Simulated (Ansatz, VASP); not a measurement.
# LiGeH3 in VASP and in Ansatz

```
CELL_PARAMETERS angstrom
3.17424 0.00000 0.00000
0.00000 3.17424 0.00000
0.00000 0.00000 5.98847
ATOMIC_POSITIONS crystal
Li 0.00000 0.00000 0.50000
Ge 0.50000 0.50000 0.50000
H 0.00000 0.00000 0.21463
H 0.00000 0.00000 0.78537
H 0.00000 0.00000 0.00000
```

Alike in both runs: task relaxation of cell and atoms; functional PBE; k mesh 6 × 6 × 4; occupations gaussian, width 0.1 eV; no spin polarisation.

|  | VASP | Ansatz |
| --- | --- | --- |
| version | VASP 6.6.1 | Ansatz 0.2.0 |
| potentials or method | VASP PAW PBE potentials, release 64 (Li_sv, Ge_d, H), cutoff 600 eV | scalar-relativistic, plane waves, PAW |
| valence electrons in the cell | 20 | 20 |

|  | VASP | Ansatz | Ansatz less VASP |
| --- | --- | --- | --- |
| gap on the k mesh at the Fermi level, each at its own relaxed structure (eV) | none | none | - |
| relaxed volume (Å³/atom) | 13.88 | 13.80 | -0.083 |
| relaxed length of the cell vector where the two differ most in proportion (Å) | 3.512 | 3.496 | -0.0160 |

A gap of «none» marks a metal or a gap that the smearing closes.

Noted on VASP's run: the cutoff is under 1.25 times that of the potentials, so the pressure is a little rough; the volume moved by over 15 % at a fixed basis, so the end points are rough.
